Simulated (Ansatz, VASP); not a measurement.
# Ti in VASP and in Ansatz

```
CELL_PARAMETERS angstrom
2.90111 0.00000 0.00000
-1.45055 2.51243 0.00000
0.00000 0.00000 4.58795
ATOMIC_POSITIONS crystal
Ti 0.33333 0.66667 0.25000
Ti 0.66667 0.33333 0.75000
```

Alike in both runs: functional PBEsol; k mesh 16 × 16 × 10; occupations gaussian, width 0.1 eV; no spin polarisation.

Ansatz relaxed the structure, and its values are those at the end. VASP's run is a single point on that final structure, the one shown.

|  | VASP | Ansatz |
| --- | --- | --- |
| version | VASP 6.6.1 | Ansatz 0.2.0 |
| potentials or method | VASP PAW PBE potentials, release 64 (Ti_sv) | scalar-relativistic, plane waves, PAW |
| plane-wave cutoff (eV) | 520 | 420 |
| valence electrons in the cell | 24 | 24 |

Ansatz gave:

| Quantity | Value |
| --- | --- |
| gap on the k mesh at the Fermi level (eV) | none |
| pressure (GPa) | 0.0 |

Estimate VASP's values.

gap on the k mesh at the Fermi level (eV): none; pressure (GPa): -0.2.

VASP's potentials were made for PBE, not for PBEsol. A gap of «none» marks a metal or a gap that the smearing closes.
